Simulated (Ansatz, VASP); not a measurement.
## Re in VASP and in Ansatz

```
CELL_PARAMETERS angstrom
4.37947 0.00000 0.00000
-2.18973 3.79273 0.00000
0.00000 0.00000 2.74452
ATOMIC_POSITIONS crystal
Re 0.00000 0.00000 0.00000
Re 0.33333 0.66667 0.50000
Re 0.66667 0.33333 0.50000
```

Alike in both runs: functional PBE; k mesh 12 × 12 × 16; occupations gaussian, width 0.1 eV; no spin polarisation.

Ansatz relaxed the structure, and its values are those at the end. VASP's run is a single point on that final structure, the one shown.

|  | VASP | Ansatz |
| --- | --- | --- |
| version | VASP 6.6.1 | Ansatz 0.2.0 |
| potentials or method | VASP PAW PBE potentials, release 64 (Re), cutoff 520 eV | scalar-relativistic, plane waves, PAW |
| valence electrons in the cell | 21 | 45 |

```tsv
	VASP	Ansatz	Ansatz less VASP
gap on the k mesh at the Fermi level (eV)	none	none	-
pressure (GPa)	-0.8	0.0	+0.80
```

A gap of «none» marks a metal or a gap that the smearing closes. The functional is the same, so the differences come from potentials, cutoffs and numerics. VASP's potentials hold 21 valence electrons a cell and Ansatz's 45, so a difference there can come from the potentials and not from the codes.

Neither program's run includes spin-orbit coupling.
